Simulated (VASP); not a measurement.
# MoS2 (P-3m1) in VASP: settings compared, part 2 of 3

VASP 6.6.1. Earlier steps stand in the parts before.

## Step 4: Single point, LDA

This run uses another cell than the first one, of 19.36 Å³/atom.

The input, INCAR:

```
ALGO     = Normal         # electronic algorithm
EDIFF    = 1E-6           # SCF threshold, eV
ENCUT    = 520            # plane-wave cutoff, eV
ISIF     = 2              # what is computed and relaxed
ISMEAR   = -1             # smearing method
LASPH    = True           # aspherical terms in the spheres
LCHARG   = False          # write CHGCAR
LREAL    = False          # projectors in reciprocal space
LWAVE    = False          # write WAVECAR
NBANDS   = 20             # bands
NELM     = 100            # most SCF steps
PREC     = Accurate       # precision mode
SIGMA    = 0.05           # smearing width, eV
```

The input, KPOINTS:

```
k-points
0
Gamma
  9 9 4
```

The input, POSCAR:

```
MoS2
1.0
    3.2488391220      0.0000000000      0.0000000000
   -1.6244195610      2.8135772124      0.0000000000
    0.0000000000      0.0000000000      6.3542790981
Mo S
1 2
Direct
    0.0000000000      0.0000000000      0.5000000000
    0.6666666667      0.3333333333      0.7446806800
    0.3333333333      0.6666666667      0.2553193200
```

Potentials or basis: VASP PAW LDA potentials, release 64 (Mo_sv, S).

On the command line:

```bash
$ cat potpaw_LDA.64/Mo_sv/POTCAR potpaw_LDA.64/S/POTCAR > POTCAR
$ mpirun -np 1 vasp_std > vasp.out
```

OUTCAR:

```text
EDIFF = 1E-6
   ENCUT = 520
   ISIF = 2
   ISMEAR = -1
   LASPH = True
   LREAL = False
   NELM = 100
   PREC = Accurate

 ion  position               nearest neighbor table
   1  0.000  0.000  0.500-   2 2.44   3 2.44   3 2.44   2 2.44   2 2.44   3 2.44
   2  0.667  0.333  0.745-   1 2.44   1 2.44   1 2.44
   3  0.333  0.667  0.255-   1 2.44   1 2.44   1 2.44

  LATTYP: Found a hexagonal cell.
 ALAT       =     3.2488391220
 C/A-ratio  =     1.9558614199

  Lattice vectors:

 A1 = (   3.2488391220,   0.0000000000,   0.0000000000)
 A2 = (  -1.6244195610,   2.8135772124,   0.0000000000)
 A3 = (   0.0000000000,   0.0000000000,   6.3542790981)

Analysis of symmetry for initial positions (statically):
=====================================================================
 Subroutine PRICEL returns:
 Original cell was already a primitive cell.

 Routine SETGRP: Setting up the symmetry group for a
 hexagonal supercell.

 Subroutine GETGRP returns: Found 12 space group operations
 (whereof 12 operations were pure point group operations)
 out of a pool of 24 trial point group operations.

The static configuration has the point symmetry D_3d.

Analysis of symmetry for dynamics (positions and initial velocities):
=====================================================================
 Subroutine PRICEL returns:
 Original cell was already a primitive cell.

 Routine SETGRP: Setting up the symmetry group for a
 hexagonal supercell.

 Subroutine GETGRP returns: Found 12 space group operations
 (whereof 12 operations were pure point group operations)
 out of a pool of 24 trial point group operations.

The dynamic configuration has the point symmetry D_3d.

 Subroutine INISYM returns: Found 12 space group operations
 (whereof 12 operations are pure point group operations),
 and found     1 'primitive' translations

----------------------------------------------------------------------------------------

                                     Primitive cell

  volume of cell :      58.0836

  direct lattice vectors                    reciprocal lattice vectors
     3.248839122  0.000000000  0.000000000     0.307802253  0.177709713  0.000000000
    -1.624419561  2.813577212  0.000000000     0.000000000  0.355419427  0.000000000
     0.000000000  0.000000000  6.354279098     0.000000000  0.000000000  0.157374265

  length of vectors
     3.248839122  3.248839122  6.354279098     0.355419427  0.355419427  0.157374265

  position of ions in fractional coordinates (direct lattice)
     0.000000000  0.000000000  0.500000000
     0.666666667  0.333333333  0.744680680
     0.333333333  0.666666667  0.255319320

  ion indices of the primitive-cell ions
   primitive index   ion index
                 1           1
                 2           2
                 3           3

----------------------------------------------------------------------------------------

 KPOINTS: k-points

Automatic generation of k-mesh.
 Grid dimensions read from file:
 generate k-points for:    9    9    4

 Generating k-lattice:

  Cartesian coordinates                     Fractional coordinates (reciprocal lattice)
     0.034200250  0.019745524  0.000000000     0.111111111  0.000000000  0.000000000
     0.000000000  0.039491047  0.000000000     0.000000000  0.111111111  0.000000000
     0.000000000  0.000000000  0.039343566     0.000000000  0.000000000  0.250000000

  Length of vectors
     0.039491047  0.039491047  0.039343566

  Shift w.r.t. Gamma in fractional coordinates (k-lattice)
     0.000000000  0.000000000  0.000000000

 Subroutine IBZKPT returns following result:
 ===========================================

 Found     43 irreducible k-points:

 Following reciprocal coordinates:
            Coordinates               Weight
  0.000000  0.000000  0.000000      1.000000
  0.111111  0.000000  0.000000      6.000000
  0.222222  0.000000  0.000000      6.000000
  0.333333 -0.000000  0.000000      6.000000
  0.444444  0.000000  0.000000      6.000000
  0.111111  0.111111  0.000000      6.000000
[... 16 lines left out ...]
  0.222222  0.111111  0.250000     12.000000
 -0.111111  0.333333  0.250000     12.000000
 [... further k-points ...]
   k-points           NKPTS =     43   k-points in BZ     NKDIM =     43   number of bands    NBANDS=     20
   number of dos      NEDOS =    301   number of ions     NIONS =      3
   total plane-waves  NPLWV =  27648
   dimension x,y,z NGX =    24 NGY =   24 NGZ =   48
   dimension x,y,z NGXF=    48 NGYF=   48 NGZF=   96
   ions per type =               1   2
   NGX,Y,Z   is equivalent  to a cutoff of  12.28, 12.28, 12.56 a.u.
   NGXF,Y,Z  is equivalent  to a cutoff of  24.56, 24.56, 25.12 a.u.
 SYSTEM =  unknown system
   PREC   = accura    normal or accurate (medium, high low for compatibility)
   ISTART =      0    job   : 0-new  1-cont  2-samecut
   ICHARG =      2    charge: 1-file 2-atom 10-const
   ISPIN  =      1    spin polarized calculation?
   LNONCOLLINEAR =      F non collinear calculations
   LSORBIT =      F    spin-orbit coupling
   LASPH  =      T    aspherical Exc in radial PAW
   ENCUT  =  520.0 eV  38.22 Ry    6.18 a.u.   6.04  6.04 11.81*2*pi/ulx,y,z
   NELM   =    100;   NELMIN=  2; NELMDL= -5     # of ELM steps
   EDIFF  = 0.1E-05   stopping-criterion for ELM
   LREAL  =      F    real-space projection
[... 7 lines left out ...]
   TEBEG  =    0.0;   TEEND  =   0.0 temperature during run
   PSTRESS=    0.0 pullay stress
   NELECT =      26.0000    total number of electrons
   NUPDOWN=      -1.0000    fix difference up-down
   EMIN   =  10.00;   EMAX   =-10.00  energy-range for DOS
   EFERMI =   0.00;   METHOD = LEGACY
   ISMEAR =    -1;   SIGMA  =   0.05  broadening in eV -4-tet -1-fermi 0-gaus
   EFERMI_NEDOS =   21; number of points for ismear=-14 and -15
   IALGO  =     38    algorithm
   IMIX   =      4    mixing-type and parameters
     AMIX     =   0.40;   BMIX     =  1.00
     AMIX_MAG =   1.60;   BMIX_MAG =  1.00
  volume/ion in A,a.u.               =      19.36       130.66
  Fermi-wavevector in a.u.,A,eV,Ry     =   1.252319  2.366539 21.338043  1.568302
  Thomas-Fermi vector in A             =   2.386225
   LORBIT       =      0    0 simple, 1 ext, 2 COOP (PROOUT), +10 PAW based schemes
   GGA     = CA    functional components
   LHFCALC =     F    Hartree Fock is set to
   AEXX    =    0.0000 exact exchange contribution
   IVDW    =     0    specifies the selected vdW correction
   LEPSILON=     F    determine dielectric tensor
   LRPA    =     F    only Hartree local field effects (RPA)
 non-spin polarized calculation
  energy-cutoff  :      520.00
  volume of cell :       58.08
 maximum number of plane-waves:      1590
   NGX = 13   NGY = 13   NGZ = 23

 number of electron      26.0000002 magnetization

 Free energy of the ion-electron system (eV)
  ---------------------------------------------------
  ext. energy  EPLUGINS =         0.00000000
  ---------------------------------------------------
  free energy    TOTEN  =       -23.50264459 eV

  energy without entropy =      -23.49352604  energy(sigma->0) =      -23.49808531

 E-fermi :   6.4947     XC(G=0): -10.6766

 val. band max:        6.4771438739   @ k =   0.1111   0.0000   0.0000
 cond. band min:       6.4973754750   @ k =   0.3333   0.2222   0.0000
 fundamental gap:      0.0202316010
 Fermi energy:         6.4946853612

 k-point     1 :       0.0000    0.0000    0.0000
  band No.  band energies     occupation
      1     -54.9221      2.00000
      2     -29.1324      2.00000
      3     -29.1151      2.00000
      4     -29.1151      2.00000
      5      -8.1202      2.00000
      6      -6.7111      2.00000
[... 12 lines left out ...]
     19      12.5069      0.00000
     20      16.0526      0.00000

 k-point     2 :       0.1111    0.0000    0.0000
  band No.  band energies     occupation
      1     -54.9186      2.00000
      2     -29.1517      2.00000
      3     -29.1253      2.00000
      4     -29.1235      2.00000
      5      -7.9400      2.00000
      6      -6.6717      2.00000
[... 498 lines left out ...]
 k-point    24 :      -0.1111    0.3333    0.2500
  band No.  band energies     occupation
      1     -54.9033      2.00000
      2     -29.3016      2.00000
      3     -29.1720      2.00000
      4     -29.0935      2.00000
      5      -6.9442      2.00000
      6      -6.5710      2.00000
[... 12 lines left out ...]
     19      14.5399      0.00000
     20      14.8883      0.00000

 [... further k-points ...]

------------------------ aborting loop because EDIFF is reached ----------------------------------------

  FORCE on cell =-STRESS in cart. coord.  units (eV):
  Direction    XX          YY          ZZ          XY          YZ          ZX
  --------------------------------------------------------------------------------------
  -------------------------------------------------------------------------------------
  Total       -3.3252785     -3.3252785     -2.2582349      0.0000000      0.0000000      0.0000000
  in kB      -91.7244834    -91.7244833    -62.2911512      0.0000000      0.0000000      0.0000000
  external PRESSURE =     -81.9133726 kB  Pullay stress =       0.0000000 kB

 VOLUME and BASIS-vectors are now :
 -----------------------------------------------------------------------------
  energy-cutoff  :      520.00
  volume of cell :       58.08
      direct lattice vectors                 reciprocal lattice vectors
     3.248839122  0.000000000  0.000000000     0.307802253  0.177709713  0.000000000
    -1.624419561  2.813577212  0.000000000     0.000000000  0.355419427  0.000000000
     0.000000000  0.000000000  6.354279098     0.000000000  0.000000000  0.157374265

 POSITION                                       TOTAL-FORCE (eV/Angst)
 -----------------------------------------------------------------------------------
      0.00000      0.00000      3.17714         0.000000      0.000000      0.000000
      1.62442      0.93786      4.73191        -0.000000     -0.000000     -0.431426
     -0.00000      1.87572      1.62237         0.000000      0.000000      0.431426
 -----------------------------------------------------------------------------------
    total drift:                                0.000000     -0.000000      0.000000

  FREE ENERGIE OF THE ION-ELECTRON SYSTEM (eV)
  ---------------------------------------------------
  free  energy   TOTEN  =       -23.5026445904 eV

  energy  without entropy=      -23.4935260369  energy(sigma->0) =      -23.49808531
```

It took 47 s on 1 thread of Intel Xeon 8259CL, shared host; peak memory 0.18 GiB.

Results:

| Item | Value |
| --- | --- |
| Free energy | -23.5026 eV |
| Pressure | -8.2 GPa |
| Largest force | 0.431 eV/Å |
| Band gap on the k mesh | zero (bands 13 and 14 overlap by 0.97 eV) |

Forces on the atoms (eV/Å):
```
Mo   0.000  0.000  0.000
S    0.000  0.000 -0.431
S    0.000  0.000  0.431
```

Stress tensor (GPa, compression positive):
```
-9.17  0.00  0.00
 0.00 -9.17  0.00
 0.00  0.00 -6.23
```

Levels at points of the mesh, in eV from the Fermi level:
| k point | band 9 | band 10 | band 11 | band 12 | band 13 | band 14 | band 15 | band 16 | band 17 | band 18 |
| --- | --- | --- | --- | --- | --- | --- | --- | --- | --- | --- |
| (0.00, 0.00, 0.00) | -3.93 | -1.77 | -1.04 | -0.92 | -0.92 | -0.29 | -0.29 | 3.13 | 3.13 | 5.84 |
| (0.00, 0.00, 0.50) | -3.92 | -3.53 | -0.92 | -0.92 | -0.36 | -0.36 | -0.06 | 3.29 | 3.29 | 6.02 |

Caveat: the cell stands under tension.

## Step 5: Single point, LDA

This run uses another cell than the first one, of 19.74 Å³/atom.

The input, INCAR:

```
PREC = Accurate
ENCUT = 520
EDIFF = 1E-6
ISMEAR = -1
SIGMA = 0.05
LREAL = F
LASPH = T
NELM = 100
ALGO = Normal
ISIF = 2
LWAVE = F
LCHARG = T
LELF = T
LVHAR = T
NBANDS = 20
```

The input, KPOINTS:

```
regular mesh
0
Gamma
  9 9 4
```

The input, POSCAR:

```
MoS2
1.0
    3.2699360711      0.0000000000      0.0000000000
   -1.6349680355      2.8318477062      0.0000000000
    0.0000000000      0.0000000000      6.3955418068
Mo S
1 2
Direct
    0.0000000000      0.0000000000      0.5000000000
    0.6666666667      0.3333333333      0.7446806800
    0.3333333333      0.6666666667      0.2553193200
```

On the command line:

```bash
$ cat potpaw_LDA.64/Mo_sv/POTCAR potpaw_LDA.64/S/POTCAR > POTCAR
$ mpirun -np 1 vasp_std > vasp.out
```

It took 48 s on 1 thread of Intel Xeon 8259CL, shared host; peak memory 0.18 GiB.

It converged, with:

```
Free energy            : -23.4375 eV
Pressure               : -10.3 GPa
Largest force          : 0.708 eV/Å
Band gap on the k mesh : zero (bands 13 and 14 overlap by 0.96 eV)
```

Forces in eV/Å, atoms in the order of the input:
```
Mo   0.000  0.000  0.000
S    0.000  0.000 -0.708
S    0.000  0.000  0.708
```

Stress tensor (GPa, compression positive):
```
-11.13   0.00   0.00
  0.00 -11.13   0.00
  0.00   0.00  -8.52
```

Levels at points of the mesh, in eV from the Fermi level:
```csv
k point,band 10,band 11,band 12,band 13,band 14,band 15,band 16,band 17
"(0.00, 0.00, 0.00)",-1.74,-1.00,-0.88,-0.88,-0.31,-0.31,3.06,3.06
"(0.00, 0.00, 0.50)",-3.46,-0.89,-0.89,-0.37,-0.37,-0.08,3.20,3.20
```

Caveat: the cell stands under tension.

(Part 2 of 3 ends here.)
